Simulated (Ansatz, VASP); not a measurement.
Sr in VASP and in Ansatz

File INCAR:

```
PREC = Accurate
ENCUT = 520
EDIFF = 1E-6
ISMEAR = 0
SIGMA = 0.1
LREAL = False
LASPH = True
NELM = 100
ALGO = Fast
ISIF = 2
LWAVE = False
LCHARG = False
GGA = PS
NBANDS = 17
```

Contents of KPOINTS:

```
regular mesh
0
Gamma
  12 12 8
```

POSCAR

```
Sr
1.0
    4.0687012119      0.0000000000      0.0000000000
   -2.0343506060      3.5235986099      0.0000000000
    0.0000000000      0.0000000000      6.6721695056
Sr
2
Direct
    0.3333333333      0.6666666667      0.2500000000
    0.6666666667      0.3333333333      0.7500000000
```

Input for Ansatz:

```yaml
crystal:
  lattice:
    - [4.0687012119, 0.0, 0.0]
    - [-2.034350606, 3.5235986099, 0.0]
    - [0.0, 0.0, 6.6721695056]
  atoms:
    - { symbol: Sr, position: [0.3333333333, 0.6666666667, 0.25] }
    - { symbol: Sr, position: [0.6666666667, 0.3333333333, 0.75] }
basis:
  ecutwfc: 420
kpoints:
  mp_grid: { grid: [12, 12, 8] }
hamiltonian:
  xc: pbesol
scf:
  occupations: { method: gaussian, width: 0.1 }
output:
  forces: true
  stress: true
  eigenvalues: true
```

Change from the starting cell: equal strain along all axes, cell held, atoms relaxed: -3.0 %.

Alike in both runs: task single point; functional PBEsol; k mesh 12 × 12 × 8; occupations gaussian, width 0.1 eV; no spin polarisation.

|  | VASP | Ansatz |
| --- | --- | --- |
| version | VASP 6.6.1 | Ansatz 0.2.0 |
| potentials or method | VASP PAW PBE potentials, release 64 (Sr_sv), cutoff 520 eV | scalar-relativistic, plane waves, PAW |
| valence electrons in the cell | 20 | 20 |

```tsv
	VASP	Ansatz	Ansatz less VASP
gap on the k mesh at the Fermi level (eV)	none	none	-
pressure (GPa)	1.3	1.2	-0.01
```

VASP's potentials were made for PBE, not for PBEsol. A gap of «none» marks a metal or a gap that the smearing closes.
